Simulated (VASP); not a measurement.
A run of VASP 6.6.1 is set up as follows.

Contents of INCAR:

```
SYSTEM = Rb
ALGO     = Fast           ! electronic algorithm
EDIFF    = 1E-7           ! SCF threshold, eV
ENCUT    = 520            ! plane-wave cutoff, eV
GGA      = RP             ! functional
ISIF     = 2              ! what is computed and relaxed
ISMEAR   = -1             ! smearing method
LASPH    = .True.         ! aspherical terms in the spheres
LCHARG   = .False.        ! write CHGCAR
LREAL    = .False.        ! projectors in reciprocal space
LWAVE    = .False.        ! write WAVECAR
NBANDS   = 10             ! bands
NELM     = 80             ! most SCF steps
PREC     = Accurate       ! precision mode
SIGMA    = 0.05           ! smearing width, eV
```

The input KPOINTS:

```
k-points
0
Gamma
  7 7 7
  0 0 0
```

POSCAR

```
Rb
1.0
   -2.8025000000      2.8025000000      2.8025000000
    2.8025000000     -2.8025000000      2.8025000000
    2.8025000000      2.8025000000     -2.8025000000
Rb
1
Direct
    0.0000000000      0.0000000000      0.0000000000
```

Potentials or basis: VASP PAW PBE potentials, release 64 (Rb_sv).

Launch:

```sh
$ cat potpaw_PBE.64/Rb_sv/POTCAR > POTCAR
$ mpirun -np 1 vasp_std > vasp.out
```

Predict the pressure.

0.4 GPa.

Caveat: the PAW data sets were made with another functional, which shifts forces and pressure a little.
